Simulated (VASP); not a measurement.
# H3CCl in VASP: notebook, part 2 of 3

VASP 6.6.1. The steps go on from the part before.

### Step 4. Single point, PBE+D3(BJ)

File INCAR:

```
  ALGO = Normal
  EDIFF = 1E-6
  ENCUT = 520
  GGA = PE
  ISIF = 2
  ISMEAR = -1
  IVDW = 12
  LASPH = True
  LCHARG = False
  LREAL = Auto
  LWAVE = False
  NBANDS = 82
  NELM = 100
  PREC = Accurate
  SIGMA = 0.05
```

File KPOINTS:

```
k-points
0
Gamma
  1 1 1
```

File POSCAR:

```
H3CCl
1.0
    9.8538750000      0.0000000000      0.0000000000
    0.0000000000      9.8538750000      0.0000000000
    0.0000000000      0.0000000000      9.8538750000
C Cl H
8 8 24
Direct
   -0.0026791491      0.2267229897      0.1955981784
    0.1609722064      0.6530933262      0.1989268181
    0.4313429996      0.1766107242      0.1876723624
    0.9967956768      0.5316791618      0.8359452500
    0.3777498700      0.4959368776      0.6033159544
    0.8817546397      0.9384632949      0.3148913498
    0.7951897096      1.0347096954      0.7982849387
    0.8105237787      0.5569484086      0.3378163413
    0.0263348175      0.2178432343      0.3690426355
    0.1749464043      0.7056716266      0.3632175160
    0.4464842511      0.3349139298      0.2778399361
    0.8665930916      0.5526658294      0.9668988088
    0.4800345042      0.5951059862      0.5032436478
    0.8724080628      0.9529449075      0.4995699661
    0.8674151032      0.8641169083      0.7806370590
    0.8735649681      0.5813246058      0.5097385546
    0.0255432508      0.3156626200      0.1429589882
    0.0616508734      0.1539597367      0.1388793749
   -0.1069528485      0.2295848080      0.1823952506
    0.0562113889      0.6350699598      0.1654577514
    0.2156512032      0.7143585645      0.1240425721
    0.2173358197      0.5494691175      0.1979830270
    0.4993771486      0.1933959990      0.0960231381
    0.4710431176      0.0891222996      0.2434473748
    0.3131965851      0.1610330961      0.1636310588
    1.0002663927      0.4352399437      0.7928758991
    0.9686544633      0.6066750390      0.7466504294
    1.1088531162      0.5474800523      0.8747015768
    0.4207380345      0.4859306618      0.7006583704
    0.2916416131      0.5712980934      0.6111199909
    0.3523182504      0.3995889942      0.5557103170
    0.8181045528      1.0147175604      0.2478009920
    0.9957504028      0.9290355317      0.2868313227
    0.8411310271      0.8380256498      0.2894495820
    0.6814780987      1.0420570588      0.7780695412
    0.8418617042      1.0817571767      0.8886148850
    0.8444495186      1.0774847458      0.7073765397
    0.6996232447      0.5718968426      0.3488475346
    0.8773096878      0.5962121500      0.2609633266
    0.8108891172      0.4609354188      0.2964722000
```

Potentials or basis: VASP PAW PBE potentials, release 64 (C, Cl, H).

Run with:

```sh
> cat potpaw_PBE.64/C/POTCAR potpaw_PBE.64/Cl/POTCAR potpaw_PBE.64/H/POTCAR > POTCAR
> mpirun -np 1 vasp_gam > vasp.out
```

OUTCAR:

```text
EDIFF = 1E-6
   ENCUT = 520
   GGA = PE
   ISIF = 2
   ISMEAR = -1
   IVDW = 12
   LASPH = True
   LREAL = Auto
   NELM = 100
   PREC = Accurate
 IVDW          = 12

 ion  position               nearest neighbor table
   1  0.997  0.227  0.196-  19 1.04  17 1.06  18 1.11   9 1.74
   2  0.161  0.653  0.199-  21 1.10  20 1.10  22 1.16  10 1.71
   3  0.431  0.177  0.188-  24 1.09  23 1.14  25 1.20  11 1.80
   4  0.997  0.532  0.836-  26 1.04  28 1.18  27 1.18  12 1.83
   5  0.378  0.496  0.603-  29 1.05  31 1.09  30 1.13  13 1.72
   6  0.882  0.938  0.315-  34 1.10  33 1.16  32 1.18  14 1.83
   7  0.795  0.035  0.798-  37 1.10  36 1.10  35 1.14  15 1.83
   8  0.811  0.557  0.338-  40 1.03  39 1.08  38 1.11  16 1.82
   9  0.026  0.218  0.369-   1 1.74
  10  0.175  0.706  0.363-   2 1.71
  11  0.446  0.335  0.278-   3 1.80
  12  0.867  0.553  0.967-   4 1.83
  13  0.480  0.595  0.503-   5 1.72
  14  0.872  0.953  0.500-   6 1.83
[... 24 lines left out ...]
  39  0.877  0.596  0.261-   8 1.08
  40  0.811  0.461  0.296-   8 1.03

  LATTYP: Found a simple cubic cell.
 ALAT       =     9.8538750000

  Lattice vectors:

 A1 = (   9.8538750000,   0.0000000000,   0.0000000000)
 A2 = (   0.0000000000,   9.8538750000,   0.0000000000)
 A3 = (   0.0000000000,   0.0000000000,   9.8538750000)

Analysis of symmetry for initial positions (statically):
=====================================================================
 Subroutine PRICEL returns:
 Original cell was already a primitive cell.

 Routine SETGRP: Setting up the symmetry group for a
 simple cubic supercell.

 Subroutine GETGRP returns: Found  1 space group operations
 (whereof  1 operations were pure point group operations)
 out of a pool of 48 trial point group operations.

The static configuration has the point symmetry C_1 .

Analysis of symmetry for dynamics (positions and initial velocities):
=====================================================================
 Subroutine PRICEL returns:
 Original cell was already a primitive cell.

 Routine SETGRP: Setting up the symmetry group for a
 simple cubic supercell.

 Subroutine GETGRP returns: Found  1 space group operations
 (whereof  1 operations were pure point group operations)
 out of a pool of 48 trial point group operations.

The dynamic configuration has the point symmetry C_1 .

 Subroutine INISYM returns: Found  1 space group operations
 (whereof  1 operations are pure point group operations),
 and found     1 'primitive' translations

----------------------------------------------------------------------------------------

                                     Primitive cell

  volume of cell :     956.8000

  direct lattice vectors                    reciprocal lattice vectors
     9.853875000  0.000000000  0.000000000     0.101482919  0.000000000  0.000000000
     0.000000000  9.853875000  0.000000000     0.000000000  0.101482919  0.000000000
     0.000000000  0.000000000  9.853875000     0.000000000  0.000000000  0.101482919

  length of vectors
     9.853875000  9.853875000  9.853875000     0.101482919  0.101482919  0.101482919

  position of ions in fractional coordinates (direct lattice)
     0.997320851  0.226722990  0.195598178
     0.160972206  0.653093326  0.198926818
     0.431343000  0.176610724  0.187672362
     0.996795677  0.531679162  0.835945250
     0.377749870  0.495936878  0.603315954
     0.881754640  0.938463295  0.314891350
[... 32 lines left out ...]
     0.877309688  0.596212150  0.260963327
     0.810889117  0.460935419  0.296472200

  ion indices of the primitive-cell ions
   primitive index   ion index
                 1           1
                 2           2
                 3           3
                 4           4
                 5           5
                 6           6
[... 32 lines left out ...]
                39          39
                40          40

----------------------------------------------------------------------------------------

 KPOINTS: k-points

Automatic generation of k-mesh.
 Grid dimensions read from file:
 generate k-points for:    1    1    1

 Generating k-lattice:

  Cartesian coordinates                     Fractional coordinates (reciprocal lattice)
     0.101482919  0.000000000  0.000000000     1.000000000  0.000000000  0.000000000
     0.000000000  0.101482919  0.000000000     0.000000000  1.000000000  0.000000000
     0.000000000  0.000000000  0.101482919     0.000000000  0.000000000  1.000000000

  Length of vectors
     0.101482919  0.101482919  0.101482919

  Shift w.r.t. Gamma in fractional coordinates (k-lattice)
     0.000000000  0.000000000  0.000000000

 Subroutine IBZKPT returns following result:
 ===========================================

 Found      1 irreducible k-points:

 Following reciprocal coordinates:
            Coordinates               Weight
  0.000000  0.000000  0.000000      1.000000
   k-points           NKPTS =      1   k-points in BZ     NKDIM =      1   number of bands    NBANDS=     82
   number of dos      NEDOS =    301   number of ions     NIONS =     40
   total plane-waves  NPLWV = 512000
   dimension x,y,z NGX =    80 NGY =   80 NGZ =   80
   dimension x,y,z NGXF=   160 NGYF=  160 NGZF=  160
   ions per type =               8   8  24
   NGX,Y,Z   is equivalent  to a cutoff of  13.50, 13.50, 13.50 a.u.
   NGXF,Y,Z  is equivalent  to a cutoff of  26.99, 26.99, 26.99 a.u.
 SYSTEM =  unknown system
   PREC   = accura    normal or accurate (medium, high low for compatibility)
   ISTART =      0    job   : 0-new  1-cont  2-samecut
   ICHARG =      2    charge: 1-file 2-atom 10-const
   ISPIN  =      1    spin polarized calculation?
   LNONCOLLINEAR =      F non collinear calculations
   LSORBIT =      F    spin-orbit coupling
   LASPH  =      T    aspherical Exc in radial PAW
   ENCUT  =  520.0 eV  38.22 Ry    6.18 a.u.  18.32 18.32 18.32*2*pi/ulx,y,z
   NELM   =    100;   NELMIN=  2; NELMDL= -5     # of ELM steps
   EDIFF  = 0.1E-05   stopping-criterion for ELM
   LREAL  =      T    real-space projection
   EDIFFG = 0.1E-04   stopping-criterion for IOM
   NSW    =      0    number of steps for IOM
   IBRION =     -1    ionic relax: 0-MD 1-quasi-New 2-CG
   NFREE  =      0    steps in history (QN), initial steepest desc. (CG)
   ISIF   =      2    stress and relaxation
   ISYM   =      2    0-nonsym 1-usesym 2-fastsym
   POTIM  = 0.5000    time-step for ionic-motion
   TEBEG  =    0.0;   TEEND  =   0.0 temperature during run
   PSTRESS=    0.0 pullay stress
   NELECT =     112.0000    total number of electrons
   NUPDOWN=      -1.0000    fix difference up-down
   EMIN   =  10.00;   EMAX   =-10.00  energy-range for DOS
   EFERMI =   0.00;   METHOD = LEGACY
   ISMEAR =    -1;   SIGMA  =   0.05  broadening in eV -4-tet -1-fermi 0-gaus
   EFERMI_NEDOS =   21; number of points for ismear=-14 and -15
   IALGO  =     38    algorithm
   IMIX   =      4    mixing-type and parameters
     AMIX     =   0.40;   BMIX     =  1.00
     AMIX_MAG =   1.60;   BMIX_MAG =  1.00
  volume/ion in A,a.u.               =      23.92       161.42
  Fermi-wavevector in a.u.,A,eV,Ry     =   0.800830  1.513350  8.725811  0.641329
  Thomas-Fermi vector in A             =   1.908201
   LORBIT       =      0    0 simple, 1 ext, 2 COOP (PROOUT), +10 PAW based schemes
   GGA     = PE    functional components
   LHFCALC =     F    Hartree Fock is set to
   AEXX    =    0.0000 exact exchange contribution
   IVDW    =    12    specifies the selected vdW correction
   LEPSILON=     F    determine dielectric tensor
   LRPA    =     F    only Hartree local field effects (RPA)
 non-spin polarized calculation
  energy-cutoff  :      520.00
  volume of cell :      956.80
 maximum number of plane-waves:     12839
 NGX is ok and might be reduce to    80
   NGX = 37   NGY = 37   NGZ = 37

 number of electron     112.0000002 magnetization

 Free energy of the ion-electron system (eV)
  ---------------------------------------------------
  ext. energy  EPLUGINS =         0.00000000
  ---------------------------------------------------
  free energy    TOTEN  =      -176.28397963 eV

  energy without entropy =     -176.28397963  energy(sigma->0) =     -176.28397963

 E-fermi :  -2.3373     XC(G=0):  -4.8612

 val. band max:       -3.6044224783   @ k =   0.0000   0.0000   0.0000
 cond. band min:       0.8084708558   @ k =   0.0000   0.0000   0.0000
 fundamental gap:      4.4128933341
 Fermi energy:        -2.3373084913

 k-point     1 :       0.0000    0.0000    0.0000
  band No.  band energies     occupation
      1     -19.1558      2.00000
      2     -19.1404      2.00000
      3     -19.0605      2.00000
      4     -18.8313      2.00000
      5     -18.7613      2.00000
      6     -18.5650      2.00000
[... 60 lines left out ...]
     67       2.4335      0.00000
     68       2.6785      0.00000
 [bands above 68 left out]

------------------------ aborting loop because EDIFF is reached ----------------------------------------

 Edisp (eV)   -1.49467

 E8    (eV) :    -0.4104

  FORCE on cell =-STRESS in cart. coord.  units (eV):
  Direction    XX          YY          ZZ          XY          YZ          ZX
  --------------------------------------------------------------------------------------
  -------------------------------------------------------------------------------------
  Total      -9.44358     5.42819    -1.16476     6.76231     0.41102    -1.14445
  in kB     -15.81343     9.08959    -1.95041    11.32360     0.68826    -1.91640
  external pressure =       -2.89 kB  Pullay stress =        0.00 kB

 VOLUME and BASIS-vectors are now :
 -----------------------------------------------------------------------------
  energy-cutoff  :      520.00
  volume of cell :      956.80
      direct lattice vectors                 reciprocal lattice vectors
     9.853875000  0.000000000  0.000000000     0.101482919  0.000000000  0.000000000
     0.000000000  9.853875000  0.000000000     0.000000000  0.101482919  0.000000000
     0.000000000  0.000000000  9.853875000     0.000000000  0.000000000  0.101482919

 POSITION                                       TOTAL-FORCE (eV/Angst)
 -----------------------------------------------------------------------------------
      9.82747      2.23410      1.92740         1.901976     -0.529768     -0.600779
      1.58620      6.43550      1.96020         1.164063     -2.845601     -1.424405
      4.25040      1.74030      1.84930        -1.311863      0.385781     -1.399053
      9.82230      5.23910      8.23730         1.125236      3.272622     -0.282946
      3.72230      4.88690      5.94500        -2.238264      1.354142     -0.273855
      8.68870      9.24750      3.10290         0.534338     -0.059381     -1.127811
[... 32 lines left out ...]
      8.64490      5.87500      2.57150        -0.083549      1.815163     -0.113967
      7.99040      4.54200      2.92140         0.337438     -3.377800      0.315172
 -----------------------------------------------------------------------------------
    total drift:                               -0.004177      0.005254      0.011655

  FREE ENERGIE OF THE ION-ELECTRON SYSTEM (eV)
  ---------------------------------------------------
  free  energy   TOTEN  =      -177.7786488108 eV

  energy  without entropy=     -177.7786488107  energy(sigma->0) =     -177.77864881
```

It took 5.1 min on 1 thread of AMD EPYC 7R43 (Zen 3), shared host; peak memory 0.83 GiB.

What came out:

- Free energy: -177.7786 eV
- Pressure: -0.3 GPa
- Largest force: 3.472 eV/Å
- Band gap on the k mesh: 4.41 eV
- Dispersion energy per atom: -0.037 eV

Forces on the atoms (eV/Å):
```
C    1.902 -0.530 -0.601
C    1.164 -2.846 -1.424
C   -1.312  0.386 -1.399
C    1.125  3.273 -0.283
C   -2.238  1.354 -0.274
C    0.534 -0.059 -1.128
C    0.431 -0.079 -1.356
C   -0.870  0.899  1.549
Cl   0.621  0.526  0.507
Cl  -0.097  1.066  1.227
Cl  -0.004 -0.400  0.167
Cl   0.947 -0.455 -0.703
Cl   1.773  0.620 -1.167
Cl  -0.206 -0.033 -1.772
Cl  -0.714  0.271  1.025
Cl  -0.147 -0.616 -1.066
H    0.846  2.009  0.151
H   -0.890 -0.570  0.362
H   -2.226 -0.953 -0.596
H    0.065  0.211  0.126
H   -0.096  0.431  0.199
H   -0.926  1.245 -0.288
H   -1.139 -0.437  0.613
H   -0.101  0.200  0.369
H    2.565  0.229  0.233
H   -0.620 -2.051 -0.505
H    0.747 -1.184  1.877
H   -2.139  0.274 -0.281
H    0.716 -0.398  1.316
H   -0.064 -1.504  0.284
H   -0.160 -0.062 -0.091
H    1.361 -0.938  1.660
H   -1.712  0.679  0.352
H   -0.179 -0.028  0.245
H    1.266 -0.432  0.823
H   -0.722 -0.196 -0.054
H   -0.311  0.601  0.361
H    0.555  1.058 -0.657
H   -0.084  1.815 -0.114
H    0.337 -3.378  0.315
```

Caveat: the k points lie up to 0.64 Å⁻¹ apart.

(Part 2 of 3 ends here.)
